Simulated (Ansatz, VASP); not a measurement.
# BaS in VASP and in Ansatz

Contents of INCAR:

```
SYSTEM = BaS
PREC = Accurate
ENCUT = 520
EDIFF = 1E-6
ISMEAR = 0
SIGMA = 0.01
LREAL = .FALSE.
LASPH = .TRUE.
NELM = 80
ALGO = Normal
ISIF = 2
LWAVE = .FALSE.
LCHARG = .FALSE.
GGA = CA
NBANDS = 15
```

The input KPOINTS:

```
regular mesh
0
G
  6 6 6
  0 0 0
```

The input POSCAR:

```
BaS
1.0
    0.0000000000      3.2117958739      3.2117958739
    3.2117958739      0.0000000000      3.2117958739
    3.2117958739      3.2117958739      0.0000000000
Ba S
1 1
Direct
    0.0000000000      0.0000000000      0.0000000000
    0.5000000000      0.5000000000      0.5000000000
```

Input for Ansatz:

```yaml
crystal:
  lattice:
    - [0.0, 3.2117958739, 3.2117958739]
    - [3.2117958739, 0.0, 3.2117958739]
    - [3.2117958739, 3.2117958739, 0.0]
  atoms:
    - { symbol: Ba, position: [0.0, 0.0, 0.0] }
    - { symbol: S, position: [0.5, 0.5, 0.5] }
kpoints:
  mp_grid: { grid: [6, 6, 6] }
hamiltonian:
  xc: lda
scf:
  occupations: { method: fixed }
output:
  optics: { e_range: [0, 14], de: 0.05, sigma: 0.1 }
```

Alike in both runs: task single point; functional LDA; k mesh 6 × 6 × 6; no spin polarisation.

|  | VASP | Ansatz |
| --- | --- | --- |
| version | VASP 6.6.1 | Ansatz 0.2.0 |
| potentials or method | VASP PAW LDA potentials, release 64 (Ba_sv, S) | plane waves, PAW |
| plane-wave cutoff (eV) | 520 | 420 |
| occupations | gaussian, width 0.01 eV | fixed |
| valence electrons in the cell | 16 | 16 |

|  | VASP | Ansatz | Ansatz less VASP |
| --- | --- | --- | --- |
| gap on the k mesh at the Fermi level (eV) | 1.93 | 2.03 | +0.101 |

LDA's correlation is that of Perdew and Zunger in VASP and of Perdew and Wang (1992) in Ansatz.

Spin-orbit coupling is off throughout.
